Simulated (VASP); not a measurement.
HfTi2S4:

```
CELL_PARAMETERS angstrom
3.42000 0.00000 0.00000
-1.71000 2.96181 0.00000
0.00000 0.00000 13.40000
ATOMIC_POSITIONS crystal
Hf 0.00000 0.00000 0.00000
Ti 0.00000 0.00000 0.76500
Ti 0.00000 0.00000 0.23500
S 0.66667 0.33333 0.88000
S 0.33333 0.66667 0.12000
S 0.66667 0.33333 0.36000
S 0.33333 0.66667 0.64000
```

* Program: VASP 6.6.1
* Task: relaxation of cell and atoms
* Functional: PBE
* Potentials or basis: VASP PAW PBE potentials, release 64 (Hf_pv, Ti_sv, S)
* Cutoff: 600 eV
* k mesh: 4 × 4 × 1
* Occupations: gaussian, width 0.15 eV
* Spin: collinear spin
* Starting moments: [0.0, 1.0, 1.0, 0.0, 0.0, 0.0, 0.0] μB

At the start: pressure -3.7 GPa; volume 19.39 Å³/atom.

**Question.** Where does the relaxation end?

**Answer.** Over 9 steps the energy falls by 157.1 meV/atom and the volume is 19.14 Å³/atom (-1.3 %); space group P-3m1 (No. 164, to 0.1 Å) before and after; moment 0.00 μB per cell.

The path:
| step | energy change (eV) | largest force (eV/Å) | pressure (GPa) | volume (Å³) |
| --- | --- | --- | --- | --- |
| 1 | 0.0000 | 3.3096 | -3.67 | 135.73 |
| 2 | -0.8615 | 1.0072 | 7.22 | 127.20 |
| 3 | -0.9016 | 0.9224 | 4.88 | 128.56 |
| 4 | -1.0709 | 0.3019 | -1.32 | 136.95 |
| 5 | -1.0806 | 0.2783 | -0.29 | 135.28 |
| 6 | -1.0949 | 0.1187 | -0.28 | 134.79 |
| 7 | -1.0992 | 0.0892 | -0.24 | 134.36 |
| 8 | -1.0995 | 0.0813 | 0.35 | 133.70 |
| 9 | -1.0998 | 0.0379 | 0.10 | 133.98 |

Final structure:
```
CELL_PARAMETERS angstrom
3.38029 0.00000 0.00000
-1.69014 2.92741 0.00000
0.00000 0.00000 13.53969
ATOMIC_POSITIONS crystal
Hf 0.00000 0.00000 0.00000
Ti 0.00000 0.00000 0.75150
Ti 0.00000 0.00000 0.24850
S 0.66667 0.33333 0.87367
S 0.33333 0.66667 0.12633
S 0.66667 0.33333 0.35032
S 0.33333 0.66667 0.64968
```

Caveat: the k points lie up to 0.54 Å⁻¹ apart in the final cell; this functional lacks dispersion, which binds the layers, so the pressure and a relaxed spacing across them are unreliable; the relaxation stopped at a loose force limit of 0.08 eV/Å, so its end isn't a converged minimum.
